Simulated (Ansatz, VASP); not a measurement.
## SnSe in VASP and in Ansatz

```xyz
2
Lattice="0.0000 2.9486 2.9486 2.9486 0.0000 2.9486 2.9486 2.9486 0.0000" Properties=species:S:1:pos:R:3 pbc="T T T"
Sn    0.0000    0.0000    0.0000
Se    2.9486    2.9486    2.9486
```

Change from the starting cell: volume scaled by 0.94, PAW files.

Alike in both runs: task electric field gradients; functional PBEsol; k mesh 7 × 7 × 7; occupations fermi-dirac, width 0.01 eV; no spin polarisation.

|  | VASP | Ansatz |
| --- | --- | --- |
| version | VASP 6.6.1 | Ansatz 0.2.0 |
| potentials or method | VASP PAW PBE potentials, release 64 (Sn_d, Se) | PAW with Ansatz's default frozen-core files, scalar-relativistic |
| plane-wave cutoff (eV) | 520 | 420 |
| valence electrons in the cell | 20 | 30 |

```csv
,VASP,Ansatz,Ansatz less VASP
pressure (GPa),1.5,1.5,-0.04
```

VASP's potentials were made for PBE, not for PBEsol. With one functional, cell and mesh, what is left measures potentials, basis and numerics. VASP's potentials hold 20 valence electrons a cell and Ansatz's 30, so a difference there can come from the potentials and not from the codes.
